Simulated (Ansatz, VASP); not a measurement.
## TaRu: VASP beside Ansatz

```
Ta Ru
1.0
     3.15513    0.00000    0.00000
     0.00000    3.15513    0.00000
     0.00000    0.00000    3.18700
Ta Ru
1 1
Direct
  0.50000 0.50000 0.50000
  0.00000 0.00000 0.00000
```

Change from the starting cell: equal xx and yy strain of -1 %, PAW files.

Alike in both runs: task electric field gradients; functional LDA; k mesh 13 × 13 × 13; occupations fermi-dirac, width 0.03 eV; no spin polarisation.

|  | VASP | Ansatz |
| --- | --- | --- |
| version | VASP 6.6.1 | Ansatz 0.2.0 |
| potentials or method | VASP PAW LDA potentials, release 64 (Ta_pv, Ru_pv) | PAW with Ansatz's default frozen-core files, scalar-relativistic |
| plane-wave cutoff (eV) | 400 | 420 |
| valence electrons in the cell | 25 | 29 |

|  | VASP | Ansatz | Ansatz less VASP |
| --- | --- | --- | --- |
| pressure (GPa) | -11.3 | -11.8 | -0.48 |
| traceless stress, the component that is largest in VASP (GPa) | 1.69 | 1.76 | +0.066 |
| size of Vzz on the site where it differs most (V/Å²) | 0.7 | 1.0 | +0.26 |

LDA's correlation is that of Perdew and Zunger in VASP and of Perdew and Wang (1992) in Ansatz. VASP's potentials hold 25 valence electrons a cell and Ansatz's 29, so a difference there can come from the potentials and not from the codes.

Spin-orbit coupling is off throughout.
